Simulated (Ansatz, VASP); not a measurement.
Two plane-wave programs on AlGa3N4

File INCAR:

```
SYSTEM = AlGa3N4
ALGO = Normal ; EDIFF = 1E-7
ENCUT = 520 ; GGA = CA
ISIF = 2 ; ISMEAR = 0
LASPH = .TRUE. ; LCHARG = .FALSE.
LREAL = .FALSE. ; LWAVE = .FALSE.
NBANDS = 41 ; NELM = 60
PREC = Accurate ; SIGMA = 0.05
```

Contents of KPOINTS:

```
k-points
0
G
  6 6 6
  0 0 0
```

POSCAR

```
AlGa3N4
1.0
    4.4710196873      0.1549363258      0.1549363258
    0.1549363258      4.4710196873      0.1549363258
    0.1549363258      0.1549363258      4.4710196873
Al Ga N
1 3 4
Direct
    0.0000000000      0.0000000000      0.0000000000
    0.5000000000      0.5000000000      0.0000000000
    0.5000000000      0.0000000000      0.5000000000
    0.0000000000      0.5000000000      0.5000000000
    0.7548078379      0.7548078379      0.2451921621
    0.7548078379      0.2451921621      0.7548078379
    0.2451921621      0.7548078379      0.7548078379
    0.2451921621      0.2451921621      0.2451921621
```

Input for Ansatz:

```yaml
crystal:
  lattice:
    - [4.4710196873, 0.1549363258, 0.1549363258]
    - [0.1549363258, 4.4710196873, 0.1549363258]
    - [0.1549363258, 0.1549363258, 4.4710196873]
  atoms:
    - { symbol: Al, position: [0.0, 0.0, 0.0] }
    - { symbol: Ga, position: [0.5, 0.5, 0.0] }
    - { symbol: Ga, position: [0.5, 0.0, 0.5] }
    - { symbol: Ga, position: [0.0, 0.5, 0.5] }
    - { symbol: "N", position: [0.7548078379, 0.7548078379, 0.2451921621] }
    - { symbol: "N", position: [0.7548078379, 0.2451921621, 0.7548078379] }
    - { symbol: "N", position: [0.2451921621, 0.7548078379, 0.7548078379] }
    - { symbol: "N", position: [0.2451921621, 0.2451921621, 0.2451921621] }
basis:
  ecutwfc: 520.0
kpoints:
  mp_grid: { grid: [6, 6, 6] }
hamiltonian:
  xc: lda
  pseudopotentials: { kind: paw, azcp: { folder: soft_1 } }
scf:
  occupations: { method: gaussian, width: 0.05 }
output:
  forces: true
  stress: true
  eigenvalues: true
```

Change from the starting cell: equal engineering shear yz, xz and xy +0.0700, equal normal strain along x, y and z +0.0100.

Alike in both runs: task single point; functional LDA; k mesh 6 × 6 × 6; occupations gaussian, width 0.05 eV; no spin polarisation.

|  | VASP | Ansatz |
| --- | --- | --- |
| version | VASP 6.6.1 | Ansatz 0.2.0 |
| potentials or method | VASP PAW LDA potentials, release 64 (Al, Ga_d, N), cutoff 520 eV | scalar-relativistic, plane waves, PAW |
| valence electrons in the cell | 62 | 62 |

|  | VASP | Ansatz | Ansatz less VASP |
| --- | --- | --- | --- |
| gap on the k mesh at the Fermi level (eV) | 1.90 | 1.90 | -0.002 |
| least direct gap on the mesh (eV) | 1.90 | 1.90 | -0.002 |
| pressure (GPa) | -1.5 | -2.4 | -0.93 |
| traceless stress, the component that is largest in VASP (GPa) | -12.40 | -12.20 | +0.206 |
| rms of the force components (eV/Å) | 0.321 | 0.297 | -0.0233 |

Ansatz warns that its potentials were made for another functional, while VASP's fit it. LDA's correlation is that of Perdew and Zunger in VASP and of Perdew and Wang (1992) in Ansatz. Atom by atom the forces differ by 0.026 eV/Å (rms over components).
